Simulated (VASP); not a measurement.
The system is C.

```
CELL_PARAMETERS angstrom
1.76997 0.00000 0.00000
0.00000 1.76997 0.00000
0.00000 0.00000 1.76997
ATOMIC_POSITIONS crystal
C 0.00000 0.00000 0.00000
```

Base run:

```yaml
Program: VASP 6.6.1
Functional: r2SCAN
Potentials_or_basis: VASP PAW PBE potentials, release 64 (C)
Cutoff: 520 eV
k_mesh: 20 × 20 × 20
Occupations: fermi-dirac, width 0.1 eV
Spin: no spin polarisation
```

Its results: band gap on the k mesh zero (bands 2 and 3 overlap by 13.26 eV); pressure 5.2 GPa.

Question: The run is repeated on the same cell with these changes: k mesh from 20 × 20 × 20 to 29 × 29 × 29. What comes out?

Answer: Band gap on the k mesh zero (bands 2 and 3 overlap by 13.05 eV); pressure 3.9 GPa.

Caveats: the cell stands under pressure; the PAW data sets were made with another functional, which shifts forces and pressure a little.
